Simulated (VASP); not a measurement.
Input of a VASP 6.6.1 run:

INCAR

```
ALGO = Fast
EDIFF = 1E-7
ENCUT = 520
GGA = PE
ISIF = 2
ISMEAR = 0
LASPH = T
LCHARG = T
LELF = T
LREAL = F
LVHAR = T
LWAVE = F
NBANDS = 26
NELM = 80
PREC = Accurate
SIGMA = 0.1
```

KPOINTS

```
k-points
0
Gamma
  8 8 8
```

File POSCAR:

```
Cs3Hf
1.0
    6.3457120131      0.0000000000      0.0000000000
    0.0000000000      6.3457120131      0.0000000000
    0.0000000000      0.0000000000      6.3457120131
Cs Hf
3 1
Direct
    0.0000000000      0.5000000000      0.5000000000
    0.5000000000      0.0000000000      0.5000000000
    0.5000000000      0.5000000000      0.0000000000
    0.0000000000      0.0000000000      0.0000000000
```

Potentials or basis: VASP PAW PBE potentials, release 64 (Cs_sv, Hf_pv).

Command:

```console
$ cat potpaw_PBE.64/Cs_sv/POTCAR potpaw_PBE.64/Hf_pv/POTCAR > POTCAR
$ mpirun -np 1 vasp_std > vasp.out
```

(1) What does it give for the pressure?

(2) Predict the band gap on the k mesh.

## Answers

(1) 0.0 GPa.

(2) zero (an odd number of electrons rules out a gap without spin polarisation).

Caveat: spin-orbit coupling is left out, which moves the levels of the heavy elements.
